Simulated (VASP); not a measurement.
Here is a VASP 6.6.1 calculation.

The input INCAR:

```
SYSTEM = NbAs
ALGO     = Normal         ! electronic algorithm
EDIFF    = 1E-6           ! SCF threshold, eV
ENCUT    = 520            ! plane-wave cutoff, eV
GGA      = PS             ! functional
ISIF     = 2              ! what is computed and relaxed
ISMEAR   = -1             ! smearing method
LASPH    = .TRUE.         ! aspherical terms in the spheres
LCHARG   = .FALSE.        ! write CHGCAR
LREAL    = .FALSE.        ! projectors in reciprocal space
LWAVE    = .FALSE.        ! write WAVECAR
NBANDS   = 26             ! bands
NELM     = 80             ! most SCF steps
PREC     = Accurate       ! precision mode
SIGMA    = 0.05           ! smearing width, eV
```

KPOINTS

```
k-points
0
G
  11 11 11
  0 0 0
```

POSCAR

```
NbAs
1.0
   -1.7146647454      1.7146647454      5.7669511677
    1.7146647454     -1.7146647454      5.7669511677
    1.7146647454      1.7146647454     -5.7669511677
Nb As
2 2
Direct
    0.4986468708     -0.0013531292      0.5000000000
    0.7486468708      0.7486468708      0.0000000000
    0.9173531292      0.4173531292      0.5000000000
    0.1673531292      0.1673531292      0.0000000000
```

Potentials or basis: VASP PAW PBE potentials, release 64 (Nb_sv, As).

The run is started by

```console
$ cat potpaw_PBE.64/Nb_sv/POTCAR potpaw_PBE.64/As/POTCAR > POTCAR
$ mpirun -np 1 vasp_std > vasp.out
```

(1) Predict the pressure.

(2) What does it give for the band gap on the k mesh?

Results:

(1) 2.2 GPa.

(2) 0.06 eV, indirect (least direct gap 0.10 eV).

Caveat: the PAW data sets were made with another functional, which shifts forces and pressure a little.
